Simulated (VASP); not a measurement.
The system is AlCrBN2.

```xyz
5
Lattice="3.3442 0.0000 0.0000 0.0000 3.3442 0.0000 0.0000 0.0000 5.3772" Properties=species:S:1:pos:R:3 pbc="T T T"
Al    0.0000    0.0000    2.6886
Cr    0.0000    0.0000    0.0000
B     1.6721    1.6721    2.6886
N     1.6721    1.6721    0.8868
N     1.6721    1.6721    4.4905
```

The cell was generated, and may not be a known phase.

| Property | Result |
| --- | --- |
| Program | VASP 6.6.1 |
| Task | relaxation of cell and atoms |
| Functional | PBE |
| Potentials or basis | VASP PAW PBE potentials, release 64 (Al, Cr_pv, B, N) |
| Cutoff | 600 eV |
| k mesh | 6 × 6 × 4 |
| Occupations | gaussian, width 0.1 eV |
| Spin | collinear spin, ferromagnetic start |
| Starting moments | [0.0, 3.0, 0.0, 0.0, 0.0] μB |

At the start: pressure -19.0 GPa; volume 12.03 Å³/atom.

Question: Where does the relaxation end?

Answer: Over 10 steps the energy falls by 569.2 meV/atom and the volume is 8.83 Å³/atom (-26.6 %); space group P4/mmm (No. 123, to 0.1 Å) before and after; moment 0.53 μB per cell.

Step by step:
```csv
step,energy change (eV),largest force (eV/Å),pressure (GPa),volume (Å³)
1,0.0000,1.5326,-19.01,60.14
2,-1.6335,3.0658,-3.98,48.50
3,-2.0242,3.1732,8.90,43.18
4,-2.6415,0.6584,17.91,40.72
5,-2.6423,0.7272,17.60,40.77
6,-2.8221,0.5011,2.60,43.38
7,-2.8289,0.4640,-0.65,44.07
8,-2.8409,0.2603,-0.21,44.12
9,-2.8458,0.0184,0.50,44.18
10,-2.8459,0.0084,0.42,44.17
```

Final structure:
```yaml
crystal:
  lattice:
    - [2.85977, 0.00000, 0.00000]
    - [0.00000, 2.85977, 0.00000]
    - [0.00000, 0.00000, 5.40090]
  atoms:
    - { symbol: Al, position: [0.00000, 0.00000, 0.50000] }
    - { symbol: Cr, position: [0.00000, 0.00000, 0.00000] }
    - { symbol: B, position: [0.50000, 0.50000, 0.50000] }
    - { symbol: N, position: [0.50000, 0.50000, 0.21461] }
    - { symbol: N, position: [0.50000, 0.50000, 0.78539] }
```

Caveat: the volume moved by over 15 % at a fixed basis, so the end points are rough; a cell with one magnetic atom can't hold antiferromagnetic order, which such compounds often take.
